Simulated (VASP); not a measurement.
Wanted: the native input for a VASP 6.6.1 run.

| Item | Value |
| --- | --- |
| Task | single point |
| Functional | HSE06 |
| Potentials or basis | VASP PAW PBE potentials, release 64 (Y_sv, N) |
| Cutoff | 520 eV |
| k mesh | 6 × 6 × 6 |
| Occupations | gaussian, width 0.01 eV |
| Spin | no spin polarisation |
| Dipole correction | no |
| Grid for exact exchange (PRECFOCK) | Normal |
| Further INCAR settings | ALGO = Normal; EDIFF = 1e-06; NBANDS = 15 |
| Share of exact exchange | 0.25 |
| Screening parameter | 0.2079 1/Å |

YN:

```
Y N
1.0
     0.00000    2.44805    2.44805
     2.44805    0.00000    2.44805
     2.44805    2.44805    0.00000
Y N
1 1
Direct
  0.00000 0.00000 0.00000
  0.50000 0.50000 0.50000
```

These files were run (other wordings do the same):

POSCAR

```
YN
1.0
    0.0000000000      2.4480479768      2.4480479768
    2.4480479768      0.0000000000      2.4480479768
    2.4480479768      2.4480479768      0.0000000000
Y N
1 1
Direct
    0.0000000000      0.0000000000      0.0000000000
    0.5000000000      0.5000000000      0.5000000000
```

INCAR.step1

```
SYSTEM = YN
  PREC = Accurate
  ENCUT = 520
  EDIFF = 1E-5
  ISMEAR = 0
  SIGMA = 0.01
  LREAL = .FALSE.
  LASPH = .TRUE.
  NELM = 120
  ALGO = Normal
  ISIF = 2
  LWAVE = .TRUE.
  GGA = PE
  NBANDS = 15
  GGA_COMPAT = .FALSE.
```

INCAR.step2

```
SYSTEM = YN
  PREC = Accurate
  ENCUT = 520
  EDIFF = 1E-6
  ISMEAR = 0
  SIGMA = 0.01
  LREAL = .FALSE.
  LASPH = .TRUE.
  NELM = 120
  ALGO = Normal
  ISIF = 2
  LWAVE = .FALSE.
  LCHARG = .TRUE.
  GGA = PE
  LHFCALC = .TRUE.
  HFSCREEN = 0.2079
  PRECFOCK = Normal
  LELF = .TRUE.
  LVHAR = .TRUE.
  ISTART = 1
  NBANDS = 15
  GGA_COMPAT = .FALSE.
```

KPOINTS

```
Automatic mesh
0
G
  6 6 6
  0 0 0
```

Potentials or basis: VASP PAW PBE potentials, release 64 (Y_sv, N).

Command:

```console
$ cat potpaw_PBE.64/Y_sv/POTCAR potpaw_PBE.64/N/POTCAR > POTCAR
$ cp INCAR.step1 INCAR
$ mpirun -np 1 vasp_std > vasp.out
$ cp INCAR.step2 INCAR
$ mpirun -np 1 vasp_std > vasp.out
```

It gave:

* Pressure: -1.8 GPa
* Band gap on the k mesh: 1.09 eV (least direct gap 1.56 eV)

Caveat: the PAW data sets were made with another functional, which shifts forces and pressure a little.

Run time: 61 min on 1 thread of Intel Xeon 8259CL, on a shared host, peak memory 0.29 GiB.
